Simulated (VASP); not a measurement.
Ti2C, 12 atoms in the cell. The structure is cubic, space group Fd-3m (No. 227). Conventional cell: a = 8.533 Å, b = 8.533 Å, c = 8.533 Å, α = 90.00°, β = 90.00°, γ = 90.00°. Ti (site symmetry 3m) has 3 C at 2.09 Å and 3 Ti at 2.89 Å within 2.9 Å. C (site symmetry -3m) has 6 Ti at 2.09 Å within 2.8 Å. 

```yaml
Program: VASP 6.6.1
Task: single point
Functional: r2SCAN
Potentials_or_basis: VASP PAW PBE potentials, release 64 (Ti_sv, C)
Cutoff: 520 eV
k_mesh: 8 × 8 × 8
Occupations: gaussian, width 0.1 eV
Spin: no spin polarisation
Dipole_correction: no
Further_INCAR_settings: ALGO = Normal; EDIFF = 1e-07; NBANDS = 68
```

Potentials or basis: VASP PAW PBE potentials, release 64 (Ti_sv, C).

Run with:

```sh
$ cat potpaw_PBE.64/Ti_sv/POTCAR potpaw_PBE.64/C/POTCAR > POTCAR
$ cp INCAR.step1 INCAR
$ mpirun -np 1 vasp_std > vasp.out
$ cp INCAR.step2 INCAR
$ mpirun -np 1 vasp_std > vasp.out
```

Hardware: 1 thread of AMD EPYC 9R45 96-Core Processor (Zen 5) (shared host).

How long does it take, and how much memory?

Run time: 25 min on 1 thread of AMD EPYC 9R45 96-Core Processor (Zen 5) (shared host), peak memory 0.47 GiB. Counts: k points 29.
